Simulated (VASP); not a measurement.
SrCl2:

```
Sr Cl
1.0
     0.00000    3.48835    3.48835
     3.48835    0.00000    3.48835
     3.48835    3.48835    0.00000
Sr Cl
1 2
Cartesian
  0.0000 0.0000 0.0000
  1.7442 1.7442 1.7442
  5.2325 5.2325 5.2325
```

| Item | Value |
| --- | --- |
| Program | VASP 6.6.1 |
| Task | relaxation of cell and atoms |
| Functional | LDA |
| Potentials or basis | VASP PAW LDA potentials, release 64 (Sr_sv, Cl) |
| Cutoff | 600 eV |
| k mesh | 6 × 6 × 6 |
| Occupations | gaussian, width 0.02 eV |
| Spin | no spin polarisation |

At the start: pressure -2.7 GPa; volume 28.30 Å³/atom.

Question: Where does the relaxation end?

Answer: Over 3 steps the energy falls by 17.6 meV/atom and the volume is 26.34 Å³/atom (-6.9 %); space group Fm-3m (No. 225, to 0.1 Å) before and after.

The path:
```
step  energy change (eV)  largest force (eV/Å)  pressure (GPa)  volume (Å³)
   1              0.0000                0.0000           -2.68        84.90
   2             -0.0527                0.0000           -0.11        79.21
   3             -0.0528                0.0000           -0.01        79.02
```

Final structure:
```
Sr Cl
1.0
     0.00000    3.40590    3.40590
     3.40590    0.00000    3.40590
     3.40590    3.40590    0.00000
Sr Cl
1 2
Cartesian
  0.0000 0.0000 0.0000
  1.7030 1.7030 1.7030
  5.1089 5.1089 5.1089
```
